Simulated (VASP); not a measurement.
The system is TaO.

```
Ta O
1.0
     2.97930    0.00000    0.00000
     0.00000    2.97930    0.00000
     0.00000    0.00000    2.94219
Ta O
1 1
Direct
  0.50000 0.50000 0.00000
  0.00000 0.00000 0.00000
```

Base run:

* Program: VASP 6.6.1
* Functional: PBE
* Potentials or basis: VASP PAW PBE potentials, release 64 (Ta_pv, O)
* Cutoff: 520 eV
* k mesh: 18 × 18 × 20
* Occupations: gaussian, width 0.1 eV
* Spin: no spin polarisation

Its results: pressure 0.4 GPa.

Q: The run is repeated on the same cell with these changes: potentials or basis from VASP PAW PBE potentials, release 64 (Ta_pv, O) to VASP PAW PBE potentials, release 64 (Ta_sv_GW, O); cutoff from 520 eV to 600 eV; further incar settings from ALGO = Normal; EDIFF = 1e-07; NBANDS = 16 to ALGO = Normal; EDIFF = 1e-06; NBANDS = 16; valence electrons from 17 to 19. What comes out?

A: Pressure -0.2 GPa.

Caveats: an odd number of electrons without spin polarisation forces a metal; a magnetic or distorted state may lie lower.
